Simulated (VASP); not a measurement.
A run of VASP 6.6.1 is set up as follows.

Contents of INCAR:

```
SYSTEM = Ag
ALGO = Fast
EDIFF = 1E-6
ENCUT = 520
GGA = PE
ISIF = 2
ISMEAR = 0
LASPH = .TRUE.
LCHARG = .FALSE.
LREAL = .FALSE.
LWAVE = .FALSE.
NBANDS = 12
NELM = 80
PREC = Accurate
SIGMA = 0.15
```

The input KPOINTS:

```
k-points
0
G
  22 22 22
  0 0 0
```

File POSCAR:

```
Ag
1.0
    0.0000000000      2.2934176608      1.6214462862
    2.2934176608      0.0000000000      1.6214462862
    2.2934176608      2.2934176608      0.0000000000
Ag
1
Direct
    0.0000000000      0.0000000000      0.0000000000
```

Potentials or basis: VASP PAW PBE potentials, release 64 (Ag).

Launch:

```bash
$ cat potpaw_PBE.64/Ag/POTCAR > POTCAR
$ mpirun -np 1 vasp_std > vasp.out
```

Task: Predict the pressure.

Result: 5.4 GPa.
